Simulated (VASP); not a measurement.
Here is a VASP 6.6.1 calculation.

The input INCAR:

```
SYSTEM = LiH
PREC     = Accurate       ! precision mode
ENCUT    = 520            ! plane-wave cutoff, eV
EDIFF    = 1E-6           ! SCF threshold, eV
ISMEAR   = 1              ! smearing method
SIGMA    = 0.1            ! smearing width, eV
LREAL    = .FALSE.        ! projectors in reciprocal space
LASPH    = .TRUE.         ! aspherical terms in the spheres
NELM     = 100            ! most SCF steps
ALGO     = Normal         ! electronic algorithm
ISIF     = 2              ! what is computed and relaxed
LWAVE    = .FALSE.        ! write WAVECAR
LCHARG   = .FALSE.        ! write CHGCAR
GGA      = CA             ! functional
NBANDS   = 9              ! bands
```

File KPOINTS:

```
Automatic mesh
0
G
  8 8 8
  0 0 0
```

The input POSCAR:

```
LiH
1.0
    0.0000000000      1.9998776187      1.9998776187
    1.9998776187      0.0000000000      1.9998776187
    1.9998776187      1.9998776187      0.0000000000
Li H
1 1
Direct
    0.0000000000      0.0000000000      0.0000000000
    0.5000000000      0.5000000000      0.5000000000
```

Potentials or basis: VASP PAW LDA potentials, release 64 (Li_sv, H).

The run is started by

```bash
$ cat potpaw_LDA.64/Li_sv/POTCAR potpaw_LDA.64/H/POTCAR > POTCAR
$ mpirun -np 1 vasp_std > vasp.out
```

Problem. Estimate the band gap on the k mesh.

Solution. 2.60 eV, direct.

 A k mesh can miss the band edges.
